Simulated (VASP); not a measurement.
Set up this calculation in VASP 6.6.1, as the native input.

* Task: single point
* Functional: PBE
* Potentials or basis: VASP PAW PBE potentials, release 64 (Cu, H)
* Cutoff: 520 eV
* k mesh: 5 × 5 × 1
* Occupations: gaussian, width 0.1 eV
* Spin: no spin polarisation
* Dipole correction: yes
* Further INCAR settings: ALGO = Fast; EDIFF = 1e-06; NBANDS = 80

The structure of Cu6H lies in POSCAR:

```
Cu6H
1.0
    5.1332392722      0.0000000000      0.0000000000
    0.0000000000      5.1332392722      0.0000000000
    0.0000000000      0.0000000000     21.5289058579
Cu H
12 2
Direct
    0.2500000000      0.2500000000      0.1857967157
    0.2500000000      0.7500000000      0.1857967157
    0.7500000000      0.2500000000      0.1857967157
    0.7500000000      0.7500000000      0.1857967157
    0.0000000000      0.0000000000      0.2677566944
    0.0000000000      0.5000000000      0.2677566944
    0.5000000000      0.0000000000      0.2677566944
    0.5000000000      0.5000000000      0.2677566944
    0.2500000000      0.2500000000      0.3497114952
    0.2500000000      0.7500000000      0.3497114952
    0.7500000000      0.2500000000      0.3497114952
    0.7500000000      0.7500000000      0.3497114952
    0.1043804486      1.0000000000      0.4300685747
    0.3956195514      1.0000000000      0.4300685747
```

One way to write it, as run:

INCAR

```
PREC = Accurate
ENCUT = 520
EDIFF = 1E-6
ISMEAR = 0
SIGMA = 0.1
LREAL = False
LASPH = True
NELM = 60
ALGO = Fast
ISIF = 2
LWAVE = False
LCHARG = False
LDIPOL = True
IDIPOL = 3
DIPOL = 0.5 0.5 0.291
GGA = PE
NBANDS = 80
```

KPOINTS

```
Automatic mesh
0
Gamma
  5 5 1
```

Potentials or basis: VASP PAW PBE potentials, release 64 (Cu, H).

Run with:

```bash
$ cat potpaw_PBE.64/Cu/POTCAR potpaw_PBE.64/H/POTCAR > POTCAR
$ mpirun -np 1 vasp_std > vasp.out
```

It gave:

* Largest force: 1.786 eV/Å
* Band gap on the k mesh: zero (bands 67 and 68 overlap by 0.86 eV)

Run time: 26 min on 1 thread of Oxide Virtual Turin-like Processor, on a shared host, peak memory 0.7 GiB.
